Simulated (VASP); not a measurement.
# W (Im-3m) in VASP: further runs, part 2 of 3

VASP 6.6.1. Earlier steps stand in the parts before.

### Step 3. Single point, PBE

The input, INCAR:

```
SYSTEM = W
ALGO = Normal
EDIFF = 1E-6
ENCUT = 520
GGA = PE
ISIF = 2
ISMEAR = -1
LASPH = .True.
LCHARG = .False.
LREAL = .False.
LWAVE = .False.
NBANDS = 13
NELM = 80
PREC = Accurate
SIGMA = 0.06122561905347299
```

The input, KPOINTS:

```
k-points
0
Gamma
  16 16 16
  0 0 0
```

The input, POSCAR:

```
W
1.0
   -1.5815551870      1.5815551870      1.5815551870
    1.5815551870     -1.5815551870      1.5815551870
    1.5815551870      1.5815551870     -1.5815551870
W
1
Direct
    0.0000000000      0.0000000000      0.0000000000
```

Potentials or basis: VASP PAW PBE potentials, release 64 (W_sv).

The run is started by

```bash
$ cat potpaw_PBE.64/W_sv/POTCAR > POTCAR
$ mpirun -np 1 vasp_std > vasp.out
```

OUTCAR:

```text
SYSTEM = W
   EDIFF = 1E-6
   ENCUT = 520
   GGA = PE
   ISIF = 2
   ISMEAR = -1
   LASPH = .True.
   LREAL = .False.
   NELM = 80
   PREC = Accurate

 ion  position               nearest neighbor table
   1  0.000  0.000  0.000-

  LATTYP: Found a body centered cubic cell.
 ALAT       =     3.1631103740

  Lattice vectors:

 A1 = (  -1.5815551870,   1.5815551870,   1.5815551870)
 A2 = (   1.5815551870,  -1.5815551870,   1.5815551870)
 A3 = (   1.5815551870,   1.5815551870,  -1.5815551870)

Analysis of symmetry for initial positions (statically):
=====================================================================
 Subroutine PRICEL returns:
 Original cell was already a primitive cell.

 Routine SETGRP: Setting up the symmetry group for a
 body centered cubic supercell.

 Subroutine GETGRP returns: Found 48 space group operations
 (whereof 48 operations were pure point group operations)
 out of a pool of 48 trial point group operations.

The static configuration has the point symmetry O_h .

Analysis of symmetry for dynamics (positions and initial velocities):
=====================================================================
 Subroutine PRICEL returns:
 Original cell was already a primitive cell.

 Routine SETGRP: Setting up the symmetry group for a
 body centered cubic supercell.

 Subroutine GETGRP returns: Found 48 space group operations
 (whereof 48 operations were pure point group operations)
 out of a pool of 48 trial point group operations.

The dynamic configuration has the point symmetry O_h .

 Subroutine INISYM returns: Found 48 space group operations
 (whereof 48 operations are pure point group operations),
 and found     1 'primitive' translations

----------------------------------------------------------------------------------------

                                     Primitive cell

[... 112 lines left out ...]
   LORBIT       =      0    0 simple, 1 ext, 2 COOP (PROOUT), +10 PAW based schemes
   GGA     = PE    functional components
   LHFCALC =     F    Hartree Fock is set to
   AEXX    =    0.0000 exact exchange contribution
   IVDW    =     0    specifies the selected vdW correction
   LEPSILON=     F    determine dielectric tensor
   LRPA    =     F    only Hartree local field effects (RPA)
 non-spin polarized calculation
  energy-cutoff  :      520.00
  volume of cell :       15.82
 maximum number of plane-waves:       438
   NGX = 11   NGY = 11   NGZ = 11

 number of electron      14.0000004 magnetization

 Free energy of the ion-electron system (eV)
  ---------------------------------------------------
  ext. energy  EPLUGINS =         0.00000000
  ---------------------------------------------------
  free energy    TOTEN  =       -12.95372130 eV

  energy without entropy =      -12.94743457  energy(sigma->0) =      -12.95057794

 E-fermi :  11.5029     XC(G=0): -13.6502

 val. band max:       11.4804701719   @ k =  -0.2500   0.3125   0.1250
 cond. band min:      11.5087616517   @ k =  -0.3125   0.3125   0.1875
 fundamental gap:      0.0282914798
 Fermi energy:        11.5028501342

 k-point     1 :       0.0000    0.0000    0.0000
  band No.  band energies     occupation
      1     -62.7081      2.00000
      2     -26.2677      2.00000
      3     -26.2677      2.00000
      4     -26.2677      2.00000
      5       1.8218      2.00000
      6      10.2389      2.00000
      7      10.2389      2.00000
      8      10.2389      2.00000
      9      13.7367      0.00000
     10      13.7367      0.00000
     11      25.9897      0.00000
     12      25.9897      0.00000
     13      25.9897      0.00000
[... 354 lines left out ...]
  band No.  band energies     occupation
      1     -62.5884      2.00000
      2     -27.2872      2.00000
      3     -26.6919      2.00000
      4     -26.3798      2.00000
      5       6.1134      2.00000
      6       8.3300      2.00000
      7       9.1462      2.00000
      8      13.0453      0.00000
      9      14.5927      0.00000
     10      16.7937      0.00000
     11      23.9621      0.00000
     12      26.7396      0.00000
     13      28.6478      0.00000

 [... further k-points ...]

------------------------ aborting loop because EDIFF is reached ----------------------------------------

  FORCE on cell =-STRESS in cart. coord.  units (eV):
  Direction    XX          YY          ZZ          XY          YZ          ZX
  --------------------------------------------------------------------------------------
  -------------------------------------------------------------------------------------
  Total        0.6372444      0.6372444      0.6372444      0.0000000      0.0000000     -0.0000000
  in kB       64.5213630     64.5213630     64.5213630      0.0000000      0.0000000     -0.0000000
  external PRESSURE =      64.5213630 kB  Pullay stress =       0.0000000 kB

 VOLUME and BASIS-vectors are now :
 -----------------------------------------------------------------------------
  energy-cutoff  :      520.00
  volume of cell :       15.82
      direct lattice vectors                 reciprocal lattice vectors
    -1.581555187  1.581555187  1.581555187     0.000000000  0.316144517  0.316144517
     1.581555187 -1.581555187  1.581555187     0.316144517  0.000000000  0.316144517
     1.581555187  1.581555187 -1.581555187     0.316144517  0.316144517  0.000000000

 POSITION                                       TOTAL-FORCE (eV/Angst)
 -----------------------------------------------------------------------------------
      0.00000      0.00000      0.00000         0.000000      0.000000     -0.000000
 -----------------------------------------------------------------------------------
    total drift:                                0.000000     -0.000000      0.000000

  FREE ENERGIE OF THE ION-ELECTRON SYSTEM (eV)
  ---------------------------------------------------
  free  energy   TOTEN  =       -12.9537212997 eV

  energy  without entropy=      -12.9474345722  energy(sigma->0) =      -12.95057794
```

OSZICAR:

```text
N       E                     dE             d eps       ncg     rms          rms(c)
DAV:   1     0.845237076638E+02    0.84524E+02   -0.75563E+03  3794   0.123E+03
DAV:   2    -0.119462201792E+02   -0.96470E+02   -0.92453E+02  4240   0.316E+02
DAV:   3    -0.135657534824E+02   -0.16195E+01   -0.16146E+01  4085   0.398E+01
DAV:   4    -0.135721462077E+02   -0.63927E-02   -0.63926E-02  4195   0.277E+00
DAV:   5    -0.135721996841E+02   -0.53476E-04   -0.53477E-04  4175   0.238E-01    0.210E+01
DAV:   6    -0.130851102296E+02    0.48709E+00   -0.40374E-01  3940   0.855E+00    0.845E+00
DAV:   7    -0.129575055221E+02    0.12760E+00   -0.21632E-01  4145   0.595E+00    0.644E-01
DAV:   8    -0.129538284651E+02    0.36771E-02   -0.47005E-03  3835   0.904E-01    0.119E-01
DAV:   9    -0.129537284143E+02    0.10005E-03   -0.14686E-04  4295   0.153E-01    0.393E-02
DAV:  10    -0.129537208851E+02    0.75292E-05   -0.18097E-05  4045   0.586E-02    0.206E-03
DAV:  11    -0.129537212997E+02   -0.41462E-06   -0.39461E-07  2700   0.830E-03
   1 F= -.12953721E+02 E0= -.12950578E+02  d E =-.628673E-02
```

It took 30 s on 1 thread of Intel Xeon 8259CL, shared host; peak memory 0.14 GiB.

What came out:

- Free energy: -12.9537 eV
- Pressure: 6.5 GPa
- Band gap on the k mesh: zero (band 7 reaches 16.65 eV, above the bottom of band 8 at 10.24 eV)

Caveat: spin-orbit coupling is left out, which moves the levels of the heavy elements.

(Continued in part 3 of 3.)
